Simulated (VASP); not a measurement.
# Ta2C (P-3m1) in VASP: notebook

Runs on Ta2C. Level: PBEsol. Tasks: single point.

All numbers are computed with VASP 6.6.1; they aren't measurements. Logs are shortened: lines on timing, memory, paths and dates and some standing lists are left out, and cuts for length are marked.

### 1 The cell of the first run

Symmetry: P-3m1, No. 164, trigonal system. Conventional cell: a = 3.096 Å, b = 3.096 Å, c = 4.920 Å, α = 90.00°, β = 90.00°, γ = 120.00°. Within 2.9 Å of Ta (site symmetry 3m) lie 3 C at 2.18 Å. Within 2.9 Å of C (site symmetry -3m) lie 6 Ta at 2.18 Å.

### 2 Single point, PBEsol

INCAR

```
PREC     = Accurate       # precision mode
ENCUT    = 520            # plane-wave cutoff, eV
EDIFF    = 1E-6           # SCF threshold, eV
ISMEAR   = -1             # smearing method
SIGMA    = 0.15           # smearing width, eV
LREAL    = F              # projectors in reciprocal space
LASPH    = T              # aspherical terms in the spheres
NELM     = 100            # most SCF steps
ALGO     = Normal         # electronic algorithm
ISIF     = 2              # what is computed and relaxed
LWAVE    = F              # write WAVECAR
LCHARG   = F              # write CHGCAR
GGA      = PS             # functional
NBANDS   = 20             # bands
```

KPOINTS

```
regular mesh
0
Gamma
  18 18 8
```

POSCAR

```
Ta2C
1.0
    3.0958855142      0.0000000000      0.0000000000
   -1.5479427571      2.6811155025      0.0000000000
    0.0000000000      0.0000000000      4.9201740872
Ta C
2 1
Direct
    0.3333333333      0.6666666667      0.2528276348
    0.6666666667      0.3333333333      0.7471723652
    0.0000000000      0.0000000000      0.0000000000
```

Potentials or basis: VASP PAW PBE potentials, release 64 (Ta_pv, C).

The run is started by

```console
$ cat potpaw_PBE.64/Ta_pv/POTCAR potpaw_PBE.64/C/POTCAR > POTCAR
$ mpirun -np 1 vasp_std > vasp.out
```

OUTCAR:

```text
PREC = Accurate
   ENCUT = 520
   EDIFF = 1E-6
   ISMEAR = -1
   LREAL = F
   LASPH = T
   NELM = 100
   ISIF = 2
   GGA = PS

 ion  position               nearest neighbor table
   1  0.333  0.667  0.253-   3 2.18   3 2.18   3 2.18   2 3.02   2 3.02   2 3.02   2 3.06   2 3.06
                             2 3.06
   2  0.667  0.333  0.747-   3 2.18   3 2.18   3 2.18   1 3.02   1 3.02   1 3.02   1 3.06   1 3.06
                             1 3.06
   3  0.000  0.000  0.000-   1 2.18   2 2.18   1 2.18   2 2.18   2 2.18   1 2.18

  LATTYP: Found a hexagonal cell.
 ALAT       =     3.0958855142
 C/A-ratio  =     1.5892622853

  Lattice vectors:

 A1 = (   3.0958855142,   0.0000000000,   0.0000000000)
 A2 = (  -1.5479427571,   2.6811155025,   0.0000000000)
 A3 = (   0.0000000000,   0.0000000000,   4.9201740872)

Analysis of symmetry for initial positions (statically):
[... 33 lines left out ...]
                                     Primitive cell

  volume of cell :      40.8395

  direct lattice vectors                    reciprocal lattice vectors
     3.095885514  0.000000000  0.000000000     0.323009360  0.186489541  0.000000000
    -1.547942757  2.681115502  0.000000000     0.000000000  0.372979082  0.000000000
     0.000000000  0.000000000  4.920174087     0.000000000  0.000000000  0.203244841

  length of vectors
     3.095885514  3.095885514  4.920174087     0.372979082  0.372979082  0.203244841

  position of ions in fractional coordinates (direct lattice)
     0.333333333  0.666666667  0.252827635
     0.666666667  0.333333333  0.747172365
     0.000000000  0.000000000  0.000000000

  ion indices of the primitive-cell ions
   primitive index   ion index
                 1           1
                 2           2
                 3           3

----------------------------------------------------------------------------------------

 KPOINTS: regular mesh

Automatic generation of k-mesh.
 Grid dimensions read from file:
 generate k-points for:   18   18    8

 Generating k-lattice:

  Cartesian coordinates                     Fractional coordinates (reciprocal lattice)
     0.017944964  0.010360530  0.000000000     0.055555556 -0.000000000  0.000000000
     0.000000000  0.020721060  0.000000000     0.000000000  0.055555556  0.000000000
     0.000000000  0.000000000  0.025405605     0.000000000  0.000000000  0.125000000

  Length of vectors
     0.020721060  0.020721060  0.025405605

  Shift w.r.t. Gamma in fractional coordinates (k-lattice)
     0.000000000  0.000000000  0.000000000

 Subroutine IBZKPT returns following result:
 ===========================================

 Found    266 irreducible k-points:

 Following reciprocal coordinates:
            Coordinates               Weight
  0.000000  0.000000  0.000000      1.000000
  0.055556  0.000000  0.000000      6.000000
  0.111111  0.000000  0.000000      6.000000
  0.166667 -0.000000  0.000000      6.000000
  0.222222 -0.000000  0.000000      6.000000
  0.277778 -0.000000  0.000000      6.000000
[... 16 lines left out ...]
  0.333333  0.111111  0.000000     12.000000
  0.388889  0.111111  0.000000     12.000000
 [... further k-points ...]
   k-points           NKPTS =    266   k-points in BZ     NKDIM =    266   number of bands    NBANDS=     20
   number of dos      NEDOS =    301   number of ions     NIONS =      3
   total plane-waves  NPLWV =  23040
   dimension x,y,z NGX =    24 NGY =   24 NGZ =   40
   dimension x,y,z NGXF=    48 NGYF=   48 NGZF=   80
   ions per type =               2   1
   NGX,Y,Z   is equivalent  to a cutoff of  12.89, 12.89, 13.52 a.u.
   NGXF,Y,Z  is equivalent  to a cutoff of  25.78, 25.78, 27.03 a.u.
 SYSTEM =  unknown system
   PREC   = accura    normal or accurate (medium, high low for compatibility)
   ISTART =      0    job   : 0-new  1-cont  2-samecut
   ICHARG =      2    charge: 1-file 2-atom 10-const
   ISPIN  =      1    spin polarized calculation?
   LNONCOLLINEAR =      F non collinear calculations
   LSORBIT =      F    spin-orbit coupling
   LASPH  =      T    aspherical Exc in radial PAW
   ENCUT  =  520.0 eV  38.22 Ry    6.18 a.u.   5.76  5.76  9.15*2*pi/ulx,y,z
   NELM   =    100;   NELMIN=  2; NELMDL= -5     # of ELM steps
   EDIFF  = 0.1E-05   stopping-criterion for ELM
   LREAL  =      F    real-space projection
   EDIFFG = 0.1E-04   stopping-criterion for IOM
   NSW    =      0    number of steps for IOM
   IBRION =     -1    ionic relax: 0-MD 1-quasi-New 2-CG
   NFREE  =      0    steps in history (QN), initial steepest desc. (CG)
   ISIF   =      2    stress and relaxation
   ISYM   =      2    0-nonsym 1-usesym 2-fastsym
   POTIM  = 0.5000    time-step for ionic-motion
   TEBEG  =    0.0;   TEEND  =   0.0 temperature during run
   PSTRESS=    0.0 pullay stress
   NELECT =      26.0000    total number of electrons
   NUPDOWN=      -1.0000    fix difference up-down
   EMIN   =  10.00;   EMAX   =-10.00  energy-range for DOS
   EFERMI =   0.00;   METHOD = LEGACY
   ISMEAR =    -1;   SIGMA  =   0.15  broadening in eV -4-tet -1-fermi 0-gaus
   EFERMI_NEDOS =   21; number of points for ismear=-14 and -15
   IALGO  =     38    algorithm
   IMIX   =      4    mixing-type and parameters
     AMIX     =   0.40;   BMIX     =  1.00
     AMIX_MAG =   1.60;   BMIX_MAG =  1.00
  volume/ion in A,a.u.               =      13.61        91.87
  Fermi-wavevector in a.u.,A,eV,Ry     =   1.408334  2.661365 26.985857  1.983405
  Thomas-Fermi vector in A             =   2.530502
   LORBIT       =      0    0 simple, 1 ext, 2 COOP (PROOUT), +10 PAW based schemes
   GGA     = PS    functional components
   LHFCALC =     F    Hartree Fock is set to
   AEXX    =    0.0000 exact exchange contribution
   IVDW    =     0    specifies the selected vdW correction
   LEPSILON=     F    determine dielectric tensor
   LRPA    =     F    only Hartree local field effects (RPA)
 non-spin polarized calculation
  energy-cutoff  :      520.00
  volume of cell :       40.84
 maximum number of plane-waves:      1124
   NGX = 11   NGY = 11   NGZ = 19

 number of electron      26.0000002 magnetization

 Free energy of the ion-electron system (eV)
  ---------------------------------------------------
  ext. energy  EPLUGINS =         0.00000000
  ---------------------------------------------------
  free energy    TOTEN  =       -36.73206940 eV

  energy without entropy =      -36.66611316  energy(sigma->0) =      -36.69909128

 E-fermi :   6.4816     XC(G=0): -12.9412

 val. band max:        6.4785146014   @ k =   0.0000   0.1111   0.1250
 cond. band min:       6.4861675318   @ k =   0.0000   0.0000   0.0000
 fundamental gap:      0.0076529304
 Fermi energy:         6.4816285965

 k-point     1 :       0.0000    0.0000    0.0000
  band No.  band energies     occupation
      1     -28.2870      2.00000
      2     -27.5747      2.00000
      3     -27.5747      2.00000
      4     -27.4575      2.00000
      5     -27.4575      2.00000
      6     -27.3710      2.00000
[... 12 lines left out ...]
     19       9.4120      0.00000
     20      14.0522      0.00000

 k-point     2 :       0.0556    0.0000    0.0000
  band No.  band energies     occupation
      1     -28.2783      2.00000
      2     -27.5941      2.00000
      3     -27.5816      2.00000
      4     -27.4766      2.00000
      5     -27.4593      2.00000
      6     -27.3743      2.00000
[... 12 lines left out ...]
     19       9.7878      0.00000
     20      14.1610      0.00000

 k-point     3 :       0.1111    0.0000    0.0000
  band No.  band energies     occupation
      1     -28.2525      2.00000
      2     -27.6497      2.00000
      3     -27.6008      2.00000
      4     -27.5309      2.00000
      5     -27.4649      2.00000
      6     -27.3844      2.00000
[... 12 lines left out ...]
     19      10.5900      0.00000
     20      14.2336      0.00000

 k-point     4 :       0.1667   -0.0000    0.0000
  band No.  band energies     occupation
      1     -28.2115      2.00000
      2     -27.7346      2.00000
      3     -27.6290      2.00000
      4     -27.6121      2.00000
      5     -27.4746      2.00000
      6     -27.4016      2.00000
[... 12 lines left out ...]
     19      11.4890      0.00000
     20      14.0381      0.00000

 k-point     5 :       0.2222   -0.0000    0.0000
  band No.  band energies     occupation
      1     -28.1581      2.00000
      2     -27.8379      2.00000
      3     -27.7088      2.00000
      4     -27.6621      2.00000
      5     -27.4879      2.00000
      6     -27.4263      2.00000
[... 12 lines left out ...]
     19      12.3526      0.00000
     20      13.7552      0.00000

 k-point     6 :       0.2778   -0.0000    0.0000
  band No.  band energies     occupation
      1     -28.0970      2.00000
      2     -27.9459      2.00000
      3     -27.8084      2.00000
      4     -27.6960      2.00000
      5     -27.5031      2.00000
      6     -27.4583      2.00000
[... 12 lines left out ...]
     19      13.0332      0.00000
     20      13.5923      0.00000

 k-point     7 :       0.3333   -0.0000    0.0000
  band No.  band energies     occupation
      1     -28.0650      2.00000
      2     -28.0135      2.00000
      3     -27.8989      2.00000
      4     -27.7268      2.00000
      5     -27.5181      2.00000
      6     -27.4964      2.00000
[... 12 lines left out ...]
     19      13.0985      0.00000
     20      13.6276      0.00000
[... 277 lines left out ...]
 k-point    20 :       0.1667    0.1111    0.0000
  band No.  band energies     occupation
      1     -28.1361      2.00000
      2     -27.8417      2.00000
      3     -27.7949      2.00000
      4     -27.6357      2.00000
      5     -27.5209      2.00000
      6     -27.4369      2.00000
[... 12 lines left out ...]
     19      12.3763      0.00000
     20      13.7916      0.00000

 k-point    21 :       0.2222    0.1111    0.0000
  band No.  band energies     occupation
      1     -28.0771      2.00000
      2     -27.9416      2.00000
      3     -27.8628      2.00000
      4     -27.6863      2.00000
      5     -27.5428      2.00000
      6     -27.4691      2.00000
[... 12 lines left out ...]
     19      12.8400      0.00000
     20      13.6380      0.00000

 k-point    22 :       0.2778    0.1111    0.0000
  band No.  band energies     occupation
      1     -28.0538      2.00000
      2     -27.9965      2.00000
      3     -27.9218      2.00000
      4     -27.7355      2.00000
      5     -27.5624      2.00000
      6     -27.5075      2.00000
[... 12 lines left out ...]
     19      12.9726      0.00000
     20      13.2976      0.00000

 k-point    23 :       0.3333    0.1111    0.0000
  band No.  band energies     occupation
      1     -28.1225      2.00000
      2     -27.9778      2.00000
      3     -27.9336      2.00000
      4     -27.7754      2.00000
      5     -27.5783      2.00000
      6     -27.5491      2.00000
[... 12 lines left out ...]
     19      12.7132      0.00000
     20      12.9546      0.00000

 k-point    24 :       0.3889    0.1111    0.0000
  band No.  band energies     occupation
      1     -28.1713      2.00000
      2     -28.0064      2.00000
      3     -27.8862      2.00000
      4     -27.8011      2.00000
      5     -27.5901      2.00000
      6     -27.5847      2.00000
[... 12 lines left out ...]
     19      12.2715      0.00000
     20      12.7001      0.00000

 [... further k-points ...]

------------------------ aborting loop because EDIFF is reached ----------------------------------------

  FORCE on cell =-STRESS in cart. coord.  units (eV):
  Direction    XX          YY          ZZ          XY          YZ          ZX
  --------------------------------------------------------------------------------------
  -------------------------------------------------------------------------------------
  Total        0.1323299      0.1323299      0.1205273      0.0000000      0.0000000      0.0000000
  in kB        5.1914397      5.1914397      4.7284103      0.0000000      0.0000000      0.0000000
  external PRESSURE =       5.0370966 kB  Pullay stress =       0.0000000 kB

 VOLUME and BASIS-vectors are now :
 -----------------------------------------------------------------------------
  energy-cutoff  :      520.00
  volume of cell :       40.84
      direct lattice vectors                 reciprocal lattice vectors
     3.095885514  0.000000000  0.000000000     0.323009360  0.186489541  0.000000000
    -1.547942757  2.681115502  0.000000000     0.000000000  0.372979082  0.000000000
     0.000000000  0.000000000  4.920174087     0.000000000  0.000000000  0.203244841

 POSITION                                       TOTAL-FORCE (eV/Angst)
 -----------------------------------------------------------------------------------
     -0.00000      1.78741      1.24396        -0.000000     -0.000000      0.045543
      1.54794      0.89371      3.67622         0.000000      0.000000     -0.045543
      0.00000      0.00000      0.00000         0.000000      0.000000      0.000000
 -----------------------------------------------------------------------------------
    total drift:                               -0.000000      0.000000     -0.000000

  FREE ENERGIE OF THE ION-ELECTRON SYSTEM (eV)
  ---------------------------------------------------
  free  energy   TOTEN  =       -36.7320694016 eV

  energy  without entropy=      -36.6661131621  energy(sigma->0) =      -36.69909128
```

Wall time 3.1 min (1 thread of Intel Xeon Platinum 8488C (Sapphire Rapids), shared host); peak memory 0.31 GiB.

Results:

| Quantity | Value |
| --- | --- |
| Free energy | -36.7321 eV |
| Pressure | 0.5 GPa |
| Largest force | 0.046 eV/Å |
| Band gap on the k mesh | zero (band 13 reaches 7.00 eV, above the bottom of band 14 at 6.20 eV) |

Forces on the atoms (eV/Å):
```
Ta   0.000  0.000  0.046
Ta   0.000  0.000 -0.046
C    0.000  0.000  0.000
```

Levels at points of the mesh, in eV from the Fermi level:
```
           k point  band 11  band 12  band 13  band 14  band 15  band 16
(0.00, 0.00, 0.00)    -2.98     0.00     0.52     0.52     1.14     1.14
(0.50, 0.00, 0.00)    -3.75    -1.79    -0.23     3.38     3.50     4.72
(0.00, 0.00, 0.50)    -1.81    -1.54    -0.28    -0.28     3.00     3.00
(0.50, 0.00, 0.50)    -2.54    -1.14    -0.97     1.57     1.57     4.36
```

Caveat: the PAW data sets were made with another functional, which shifts forces and pressure a little; spin-orbit coupling is left out, which moves the levels of the heavy elements.

(Continued in part 2 of 2.)
